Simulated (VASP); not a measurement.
C, 2 atoms in the cell. It takes space group Fd-3m (No. 227, cubic). Conventional cell: a = 3.531 Å, b = 3.531 Å, c = 3.531 Å, α = 90.00°, β = 90.00°, γ = 90.00°. C (site symmetry -43m) has 4 C at 1.53 Å within 2.0 Å. 

```yaml
Program: VASP 6.6.1
Task: single point
Functional: LDA
Potentials_or_basis: VASP PAW LDA potentials, release 64 (C_h)
Cutoff: 1300 eV
k_mesh: 12 × 12 × 12
Occupations: gaussian, width 0.02 eV
Spin: no spin polarisation
Dipole_correction: no
Further_INCAR_settings: ALGO = Normal; EDIFF = 1e-06; NBANDS = 11
```

Potentials or basis: VASP PAW LDA potentials, release 64 (C_h).

Launch:

```bash
$ cat potpaw_LDA.64/C_h/POTCAR > POTCAR
$ mpirun -np 1 vasp_std > vasp.out
```

Hardware: 1 thread of Intel(R) Xeon(R) Platinum 8259CL CPU @ 2.50GHz (Skylake/Cascade Lake), on a shared host.

Question: How long does it take, and how much memory?

Answer: It took 22 s on 1 thread of Intel(R) Xeon(R) Platinum 8259CL CPU @ 2.50GHz (Skylake/Cascade Lake), on a shared host, peak memory 0.15 GiB. Counts: scf iterations 11, k points 72.
